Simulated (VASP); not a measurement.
# TiCo3 (Pm-3m) in VASP: a series of runs

Runs on TiCo3. Level: r2SCAN. Tasks: single point.

All numbers are computed with VASP 6.6.1; they aren't measurements. Logs are shortened: lines on timing, memory, paths and dates and some standing lists are left out, and cuts for length are marked.

**1. The cell of the first run**

The structure is cubic, space group Pm-3m (No. 221). The conventional cell has a = 3.614 Å, b = 3.614 Å, c = 3.614 Å, α = 90.00°, β = 90.00°, γ = 90.00°. Ti (site symmetry m-3m) has 12 Co at 2.56 Å within 3.4 Å. Co (site symmetry 4/mmm) has 4 Ti at 2.56 Å and 8 Co at 2.56 Å within 3.4 Å.

**2. Single point, r2SCAN, collinear spin, ferrimagnetic start**

The input, POSCAR:

```
TiCo3
1.0
    3.6140000000      0.0000000000      0.0000000000
    0.0000000000      3.6140000000      0.0000000000
    0.0000000000      0.0000000000      3.6140000000
Ti Co
1 3
Direct
    0.0000000000      0.0000000000      0.0000000000
    0.0000000000      0.5000000000      0.5000000000
    0.5000000000      0.0000000000      0.5000000000
    0.5000000000      0.5000000000      0.0000000000
```

The input, INCAR.step1:

```
ALGO = Normal
EDIFF = 1E-4
ENCUT = 520
GGA = PE
ISMEAR = 0
ISPIN = 2
LASPH = True
LCHARG = False
LMAXMIX = 4
LREAL = False
LWAVE = True
MAGMOM = -0.74 1.48 1.48 1.48
NBANDS = 32
NELM = 150
PREC = Accurate
SIGMA = 0.1
```

The input, INCAR.step2:

```
ALGO = Normal
EDIFF = 1E-6
ENCUT = 520
ISIF = 2
ISMEAR = 0
ISPIN = 2
ISTART = 1
LASPH = True
LCHARG = True
LELF = True
LMAXMIX = 4
LMIXTAU = True
LORBIT = 11
LREAL = False
LVHAR = True
LWAVE = False
MAGMOM = -0.74 1.48 1.48 1.48
METAGGA = R2SCAN
NBANDS = 32
NELM = 150
PREC = Accurate
SIGMA = 0.1
```

The input, KPOINTS:

```
k-points
0
Gamma
  2 2 2
```

Potentials or basis: VASP PAW PBE potentials, release 64 (Ti_sv, Co).

The run is started by

```sh
$ cat potpaw_PBE.64/Ti_sv/POTCAR potpaw_PBE.64/Co/POTCAR > POTCAR
$ cp INCAR.step1 INCAR
$ mpirun -np 1 vasp_std > vasp.out
$ cp INCAR.step2 INCAR
$ mpirun -np 1 vasp_std > vasp.out
```

OUTCAR:

```text
EDIFF = 1E-6
   ENCUT = 520
   ISIF = 2
   ISMEAR = 0
   ISPIN = 2
   ISTART = 1
   LASPH = True
   LORBIT = 11
   LREAL = False
   METAGGA = R2SCAN
   NELM = 150
   PREC = Accurate

 ion  position               nearest neighbor table
   1  0.000  0.000  0.000-   2 2.56   3 2.56   4 2.56   2 2.56   3 2.56   2 2.56   4 2.56   2 2.56
                             3 2.56   4 2.56   3 2.56   4 2.56
   2  0.000  0.500  0.500-   1 2.56   3 2.56   4 2.56   1 2.56   4 2.56   1 2.56   3 2.56   1 2.56
                             3 2.56   4 2.56   4 2.56   3 2.56
   3  0.500  0.000  0.500-   1 2.56   2 2.56   4 2.56   1 2.56   4 2.56   2 2.56   4 2.56   4 2.56
                             1 2.56   2 2.56   1 2.56   2 2.56
   4  0.500  0.500  0.000-   1 2.56   2 2.56   3 2.56   2 2.56   3 2.56   1 2.56   3 2.56   3 2.56
                             1 2.56   2 2.56   2 2.56   1 2.56

  LATTYP: Found a simple cubic cell.
 ALAT       =     3.6140000000

  Lattice vectors:

 A1 = (   3.6140000000,   0.0000000000,   0.0000000000)
 A2 = (   0.0000000000,   3.6140000000,   0.0000000000)
 A3 = (   0.0000000000,   0.0000000000,   3.6140000000)

Analysis of symmetry for initial positions (statically):
=====================================================================
 Subroutine PRICEL returns:
 Original cell was already a primitive cell.

 Routine SETGRP: Setting up the symmetry group for a
 simple cubic supercell.

 Subroutine GETGRP returns: Found 48 space group operations
 (whereof 48 operations were pure point group operations)
 out of a pool of 48 trial point group operations.

The static configuration has the point symmetry O_h .

Analysis of symmetry for dynamics (positions and initial velocities):
=====================================================================
 Subroutine PRICEL returns:
 Original cell was already a primitive cell.

 Routine SETGRP: Setting up the symmetry group for a
 simple cubic supercell.

 Subroutine GETGRP returns: Found 48 space group operations
 (whereof 48 operations were pure point group operations)
 out of a pool of 48 trial point group operations.

The dynamic configuration has the point symmetry O_h .

Analysis of structural, dynamic, and magnetic symmetry:
=====================================================================
 Subroutine PRICEL returns:
 Original cell was already a primitive cell.

 Routine SETGRP: Setting up the symmetry group for a
 simple cubic supercell.

 Subroutine GETGRP returns: Found 48 space group operations
 (whereof 48 operations were pure point group operations)
 out of a pool of 48 trial point group operations.

The overall configuration has the point symmetry O_h .

 Subroutine INISYM returns: Found 48 space group operations
 (whereof 48 operations are pure point group operations),
 and found     1 'primitive' translations

----------------------------------------------------------------------------------------

                                     Primitive cell

  volume of cell :      47.2024

  direct lattice vectors                    reciprocal lattice vectors
     3.614000000  0.000000000  0.000000000     0.276701716  0.000000000  0.000000000
     0.000000000  3.614000000  0.000000000     0.000000000  0.276701716  0.000000000
     0.000000000  0.000000000  3.614000000     0.000000000  0.000000000  0.276701716

  length of vectors
     3.614000000  3.614000000  3.614000000     0.276701716  0.276701716  0.276701716

  position of ions in fractional coordinates (direct lattice)
     0.000000000  0.000000000  0.000000000
     0.000000000  0.500000000  0.500000000
     0.500000000  0.000000000  0.500000000
     0.500000000  0.500000000  0.000000000

  ion indices of the primitive-cell ions
   primitive index   ion index
                 1           1
                 2           2
                 3           3
                 4           4

----------------------------------------------------------------------------------------

 KPOINTS: k-points

Automatic generation of k-mesh.
 Grid dimensions read from file:
 generate k-points for:    2    2    2

 Generating k-lattice:

  Cartesian coordinates                     Fractional coordinates (reciprocal lattice)
     0.138350858  0.000000000  0.000000000     0.500000000  0.000000000  0.000000000
     0.000000000  0.138350858  0.000000000     0.000000000  0.500000000  0.000000000
     0.000000000  0.000000000  0.138350858     0.000000000  0.000000000  0.500000000

  Length of vectors
     0.138350858  0.138350858  0.138350858

  Shift w.r.t. Gamma in fractional coordinates (k-lattice)
     0.000000000  0.000000000  0.000000000

 Subroutine IBZKPT returns following result:
 ===========================================

 Found      4 irreducible k-points:

 Following reciprocal coordinates:
            Coordinates               Weight
  0.000000  0.000000  0.000000      1.000000
  0.500000  0.000000  0.000000      3.000000
[... 81 lines left out ...]
  band No.  band energies     occupation
      1     -49.4313      1.00000
      2     -24.6336      1.00000
      3     -24.6336      1.00000
      4     -24.6336      1.00000
      5       1.5174      1.00000
      6       5.4906      1.00000
[... 23 lines left out ...]
     30      21.3042      0.00000
     31      21.4653      0.00000

 k-point     2 :       0.5000    0.0000    0.0000
  band No.  band energies     occupation
      1     -49.4273      1.00000
      2     -24.6909      1.00000
      3     -24.6354      1.00000
      4     -24.6354      1.00000
      5       4.3316      1.00000
      6       4.5120      1.00000
[... 23 lines left out ...]
     30      19.3640      0.00000
     31      20.7954      0.00000

 k-point     3 :       0.5000    0.5000    0.0000
  band No.  band energies     occupation
      1     -49.4247      1.00000
      2     -24.6809      1.00000
      3     -24.6809      1.00000
      4     -24.6368      1.00000
      5       6.0660      1.00000
      6       6.3767      1.00000
[... 23 lines left out ...]
     30      22.9472      0.00000
     31      22.9472      0.00000

 k-point     4 :       0.5000    0.5000    0.5000
  band No.  band energies     occupation
      1     -49.4233      1.00000
      2     -24.6706      1.00000
      3     -24.6706      1.00000
      4     -24.6706      1.00000
      5       5.5513      1.00000
      6       5.5513      1.00000
[... 23 lines left out ...]
     30      18.0814      0.00000
     31      18.0814      0.00000
 Fermi energy:        10.1330340607

 spin component 2

 k-point     1 :       0.0000    0.0000    0.0000
  band No.  band energies     occupation
      1     -49.4313      1.00000
      2     -24.6336      1.00000
      3     -24.6336      1.00000
      4     -24.6336      1.00000
      5       1.5174      1.00000
      6       5.4906      1.00000
[... 23 lines left out ...]
     30      21.3042      0.00000
     31      21.4653      0.00000

 k-point     2 :       0.5000    0.0000    0.0000
  band No.  band energies     occupation
      1     -49.4273      1.00000
      2     -24.6909      1.00000
      3     -24.6354      1.00000
      4     -24.6354      1.00000
      5       4.3316      1.00000
      6       4.5120      1.00000
[... 23 lines left out ...]
     30      19.3640      0.00000
     31      20.7954      0.00000

 k-point     3 :       0.5000    0.5000    0.0000
  band No.  band energies     occupation
      1     -49.4247      1.00000
      2     -24.6809      1.00000
      3     -24.6809      1.00000
      4     -24.6368      1.00000
      5       6.0660      1.00000
      6       6.3767      1.00000
[... 23 lines left out ...]
     30      22.9472      0.00000
     31      22.9472      0.00000

 k-point     4 :       0.5000    0.5000    0.5000
  band No.  band energies     occupation
      1     -49.4233      1.00000
      2     -24.6706      1.00000
      3     -24.6706      1.00000
      4     -24.6706      1.00000
      5       5.5513      1.00000
      6       5.5513      1.00000
[... 23 lines left out ...]
     30      18.0814      0.00000
     31      18.0814      0.00000
 [bands above 31 left out]

------------------------ aborting loop because EDIFF is reached ----------------------------------------

  FORCE on cell =-STRESS in cart. coord.  units (eV):
  Direction    XX          YY          ZZ          XY          YZ          ZX
  --------------------------------------------------------------------------------------
  -------------------------------------------------------------------------------------
  Total       -4.0730277     -4.0730277     -4.0730277      0.0000000      0.0000000      0.0000000
  in kB     -138.2494775   -138.2494775   -138.2494775      0.0000000      0.0000000      0.0000000
  external PRESSURE =    -138.2494775 kB  Pullay stress =       0.0000000 kB

 VOLUME and BASIS-vectors are now :
 -----------------------------------------------------------------------------
  energy-cutoff  :      520.00
  volume of cell :       47.20
      direct lattice vectors                 reciprocal lattice vectors
     3.614000000  0.000000000  0.000000000     0.276701716  0.000000000  0.000000000
     0.000000000  3.614000000  0.000000000     0.000000000  0.276701716  0.000000000
     0.000000000  0.000000000  3.614000000     0.000000000  0.000000000  0.276701716

 POSITION                                       TOTAL-FORCE (eV/Angst)
 -----------------------------------------------------------------------------------
      0.00000      0.00000      0.00000         0.000000      0.000000      0.000000
      0.00000      1.80700      1.80700         0.000000      0.000000      0.000000
      1.80700      0.00000      1.80700         0.000000      0.000000      0.000000
      1.80700      1.80700      0.00000         0.000000      0.000000      0.000000
 -----------------------------------------------------------------------------------
    total drift:                                0.000000      0.000000      0.000000

  FREE ENERGIE OF THE ION-ELECTRON SYSTEM (eV)
  ---------------------------------------------------
  free  energy   TOTEN  =       -52.9012624326 eV

  energy  without entropy=      -52.9006378908  energy(sigma->0) =      -52.90095016

 total charge

# of ion       s       p       d       tot
------------------------------------------
    1        2.256   6.156   1.884  10.297
    2        0.532   0.481   7.363   8.376
    3        0.532   0.481   7.363   8.376
    4        0.532   0.481   7.363   8.376
--------------------------------------------------
tot          3.851   7.599  23.974  35.425

 magnetization (x)

# of ion       s       p       d       tot
------------------------------------------
    1        0.000   0.000  -0.000  -0.000
    2        0.000  -0.000   0.000   0.000
    3        0.000  -0.000   0.000   0.000
    4        0.000  -0.000   0.000   0.000
--------------------------------------------------
tot          0.000  -0.000   0.000   0.000
```

Wall time 40 s (1 thread of Intel Xeon 6975P-C (Granite Rapids), shared host); peak memory 0.18 GiB.

Results:

```
Free energy                                           : -52.9013 eV
Pressure                                              : -13.8 GPa
Net moment                                            : 0.00 μB per cell
Valence electrons inside the program's atomic spheres : Ti 10.30; Co 8.38
```

Caveat: the k points lie up to 0.87 Å⁻¹ apart; the PAW data sets were made with another functional, which shifts forces and pressure a little.

**3. Single point, r2SCAN, collinear spin, ferrimagnetic start**

POSCAR is that of step 2.

The input, INCAR.step1:

```
SYSTEM = TiCo3
  PREC = Accurate
  ENCUT = 520
  ISMEAR = 0
  SIGMA = 0.1
  LREAL = .FALSE.
  LASPH = .TRUE.
  NELM = 150
  ISPIN = 2
  MAGMOM = -0.74 1.48 1.48 1.48
  LMAXMIX = 4
  NBANDS = 32
  GGA = PE
  ALGO = Normal
  EDIFF = 1E-4
  LWAVE = .TRUE.
  LCHARG = .FALSE.
```

The input, INCAR.step2:

```
SYSTEM = TiCo3
  PREC = Accurate
  ENCUT = 520
  EDIFF = 1E-7
  ISMEAR = 0
  SIGMA = 0.1
  LREAL = .FALSE.
  LASPH = .TRUE.
  NELM = 150
  ALGO = Normal
  ISIF = 2
  LWAVE = .FALSE.
  LCHARG = .FALSE.
  ISPIN = 2
  MAGMOM = -0.74 1.48 1.48 1.48
  LORBIT = 11
  LMAXMIX = 4
  METAGGA = R2SCAN
  LMIXTAU = .TRUE.
  NBANDS = 32
  ISTART = 1
```

The input, KPOINTS:

```
Automatic mesh
0
G
  4 4 4
  0 0 0
```

Potentials or basis: VASP PAW PBE potentials, release 64 (Ti_sv, Co).

The run is started by

```sh
$ cat potpaw_PBE.64/Ti_sv/POTCAR potpaw_PBE.64/Co/POTCAR > POTCAR
$ cp INCAR.step1 INCAR
$ mpirun -np 1 vasp_std > vasp.out
$ cp INCAR.step2 INCAR
$ mpirun -np 1 vasp_std > vasp.out
```

Run time: 98 s. Hardware: 1 thread of Intel Xeon 6975P-C (Granite Rapids), shared host; peak memory 0.19 GiB.

It converged, with:

* Free energy: -53.3264 eV
* Pressure: -3.6 GPa
* Net moment: 2.94 μB per cell
* Site moments: Ti -0.70; Co +1.33 μB
* Valence electrons inside the program's atomic spheres: Ti 10.34; Co 8.33

Levels at points of the mesh, in eV from the Fermi level:
Spin up:
```tsv
k point	band 19	band 20	band 21	band 22	band 23	band 24
(0.00, 0.00, 0.00)	-0.83	-0.83	1.80	1.80	2.85	2.85
(0.50, 0.00, 0.00)	-1.94	-1.84	-0.83	0.92	0.92	1.25
(0.50, 0.50, 0.00)	-1.78	-1.75	-1.70	0.84	0.84	1.47
(0.50, 0.50, 0.50)	-1.18	-0.59	0.38	0.38	0.38	1.33
```
Spin down:
```tsv
k point	band 16	band 17	band 18	band 19	band 20	band 21
(0.00, 0.00, 0.00)	0.66	0.90	0.90	0.90	1.44	2.54
(0.50, 0.00, 0.00)	-0.62	-0.44	-0.20	0.27	0.74	0.74
(0.50, 0.50, 0.00)	-1.37	-0.62	-0.16	-0.10	-0.10	-0.02
(0.50, 0.50, 0.50)	-0.81	-0.81	-0.25	-0.25	-0.25	1.05
```

Caveat: the k points lie up to 0.43 Å⁻¹ apart; the PAW data sets were made with another functional, which shifts forces and pressure a little.

**4. Single point, r2SCAN, collinear spin, ferrimagnetic start**

POSCAR is that of step 3.

The input, INCAR.step1:

```
PREC = Accurate
ENCUT = 520
ISMEAR = 0
SIGMA = 0.1
LREAL = False
LASPH = True
NELM = 150
ISPIN = 2
MAGMOM = -0.74 1.48 1.48 1.48
LMAXMIX = 4
NBANDS = 32
GGA = PE
ALGO = Normal
EDIFF = 1E-4
LWAVE = True
LCHARG = False
```

The input, INCAR.step2:

```
PREC = Accurate
ENCUT = 520
EDIFF = 1E-6
ISMEAR = 0
SIGMA = 0.1
LREAL = False
LASPH = True
NELM = 150
ALGO = Normal
ISIF = 2
LWAVE = False
LCHARG = False
ISPIN = 2
MAGMOM = -0.74 1.48 1.48 1.48
LORBIT = 11
LMAXMIX = 4
METAGGA = R2SCAN
LMIXTAU = True
NBANDS = 32
ISTART = 1
```

The input, KPOINTS:

```
regular mesh
0
Gamma
  6 6 6
```

The run is started by

```sh
$ cat potpaw_PBE.64/Ti_sv/POTCAR potpaw_PBE.64/Co/POTCAR > POTCAR
$ cp INCAR.step1 INCAR
$ mpirun -np 1 vasp_std > vasp.out
$ cp INCAR.step2 INCAR
$ mpirun -np 1 vasp_std > vasp.out
```

Run time: 1.8 min. Hardware: 1 thread of Intel Xeon 6975P-C (Granite Rapids), shared host; peak memory 0.21 GiB.

It converged, with:

| Quantity | Value |
| --- | --- |
| Free energy | -53.3334 eV |
| Pressure | -4.3 GPa |
| Net moment | 2.74 μB per cell |
| Site moments | Ti -0.75; Co +1.28 μB |
| Valence electrons inside the program's atomic spheres | Ti 10.34; Co 8.33 |

Levels at points of the mesh, in eV from the Fermi level:
Spin up:
```
           k point  band 19  band 20  band 21  band 22  band 23  band 24
(0.00, 0.00, 0.00)    -0.80    -0.80     1.86     1.86     2.93     2.93
(0.50, 0.00, 0.00)    -1.89    -1.67    -0.80     0.97     0.97     1.30
(0.50, 0.50, 0.00)    -1.75    -1.69    -1.67     0.90     0.90     1.52
(0.50, 0.50, 0.50)    -1.12    -0.51     0.42     0.42     0.42     1.39
```
Spin down:
| k point | band 16 | band 17 | band 18 | band 19 | band 20 | band 21 |
| --- | --- | --- | --- | --- | --- | --- |
| (0.00, 0.00, 0.00) | 0.56 | 1.05 | 1.05 | 1.05 | 1.40 | 2.52 |
| (0.50, 0.00, 0.00) | -0.52 | -0.49 | -0.29 | 0.20 | 0.78 | 0.78 |
| (0.50, 0.50, 0.00) | -1.45 | -0.56 | -0.19 | -0.19 | -0.05 | -0.01 |
| (0.50, 0.50, 0.50) | -0.88 | -0.79 | -0.23 | -0.23 | -0.23 | 1.10 |

Caveat: the cell stands under tension; the PAW data sets were made with another functional, which shifts forces and pressure a little.

**5. Single point, r2SCAN, collinear spin, ferrimagnetic start**

POSCAR is that of step 4.

The input, INCAR.step1:

```
ALGO = Normal
EDIFF = 1E-4
ENCUT = 520
GGA = PE
ISMEAR = 0
ISPIN = 2
LASPH = True
LCHARG = False
LMAXMIX = 4
LREAL = False
LWAVE = True
MAGMOM = -0.74 1.48 1.48 1.48
NBANDS = 32
NELM = 150
PREC = Accurate
SIGMA = 0.1
```

The input, INCAR.step2:

```
ALGO = Normal
EDIFF = 1E-6
ENCUT = 520
ISIF = 2
ISMEAR = 0
ISPIN = 2
ISTART = 1
LASPH = True
LCHARG = True
LELF = True
LMAXMIX = 4
LMIXTAU = True
LORBIT = 11
LREAL = False
LVHAR = True
LWAVE = False
MAGMOM = -0.74 1.48 1.48 1.48
METAGGA = R2SCAN
NBANDS = 32
NELM = 150
PREC = Accurate
SIGMA = 0.1
```

The input, KPOINTS:

```
Automatic mesh
0
Gamma
  6 6 6
  0.5 0.5 0.5
```

The run is started by

```sh
$ cat potpaw_PBE.64/Ti_sv/POTCAR potpaw_PBE.64/Co/POTCAR > POTCAR
$ cp INCAR.step1 INCAR
$ mpirun -np 1 vasp_std > vasp.out
$ cp INCAR.step2 INCAR
$ mpirun -np 1 vasp_std > vasp.out
```

Run time: 2.4 min. Hardware: 1 thread of Intel Xeon 6975P-C (Granite Rapids), shared host; peak memory 0.19 GiB.

Results (log left out):

- Free energy: -52.8340 eV
- Pressure: -12.6 GPa
- Net moment: 0.00 μB per cell
- Valence electrons inside the program's atomic spheres: Ti 10.30; Co 8.35

Levels at points of the mesh, in eV from the Fermi level:
Spin up:
```
           k point  band 16  band 17  band 18  band 19  band 20  band 21  band 22  band 23  band 24  band 25
(0.08, 0.08, 0.08)    -0.19     0.37     0.37     0.39     0.76     1.93     2.30     2.30     2.87     2.87
```
Spin down:
```tsv
k point	band 17	band 18	band 19	band 20	band 21	band 22	band 23	band 24
(0.08, 0.08, 0.08)	0.36	0.36	0.39	0.76	1.93	2.29	2.29	2.87
```

Caveat: the cell stands under tension; the PAW data sets were made with another functional, which shifts forces and pressure a little.

**6. Overview**

```csv
k mesh,gap on the mesh (eV),pressure (GPa),moment (μB)
2 × 2 × 2,none,-13.8,0.00
4 × 4 × 4,none,-3.6,2.94
6 × 6 × 6,none,-4.3,2.74
"6 × 6 × 6, shifted",none,-12.6,0.00
```

Alike in all rows: task single point; level r2SCAN; potentials or basis VASP PAW PBE potentials, release 64 (Ti_sv, Co); spin collinear, ferrimagnetic start; cell as given; cutoff (eV) 520; smearing gaussian 0.1 eV.

Caveats: some runs use coarse meshes; the PAW data sets were made with another functional, which shifts forces and pressure a little; the cell stands under tension (at least some runs).

Total energies depend on the potentials used, so only differences within one code and one set of settings carry meaning.
